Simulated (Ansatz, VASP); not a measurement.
## BN in VASP and in Ansatz

```
B N
1.0
     0.00000    3.33948    2.16883
     1.25384    0.00000    2.16883
     1.25384    3.33948    0.00000
B N
1 1
Direct
  0.00011 0.00011 0.99989
  0.64354 0.64354 0.35646
```

Change from the starting cell: all N atoms moved -0.100 Å, as atom 2 along Cartesian [0 0 1].

Alike in both runs: task single point; functional PBE; dispersion D3(BJ); k mesh 12 × 12 × 12; occupations gaussian, width 0.05 eV; no spin polarisation.

```csv
,VASP,Ansatz
version,VASP 6.6.1,Ansatz 0.2.0
potentials or method,"VASP PAW PBE potentials, release 64 (B, N), cutoff 520 eV","scalar-relativistic, plane waves, PAW"
valence electrons in the cell,8,8
```

|  | VASP | Ansatz | Ansatz less VASP |
| --- | --- | --- | --- |
| gap on the k mesh at the Fermi level (eV) | 4.23 | 4.24 | +0.007 |
| least direct gap on the mesh (eV) | 4.70 | 4.70 | +0.004 |
| pressure (GPa) | 3.3 | 3.3 | -0.01 |
| traceless stress, the component that is largest in VASP (GPa) | 11.72 | 11.62 | -0.097 |
| rms of the force components (eV/Å) | 2.012 | 2.018 | +0.0058 |

Atom by atom the forces differ by 0.006 eV/Å (rms over components).
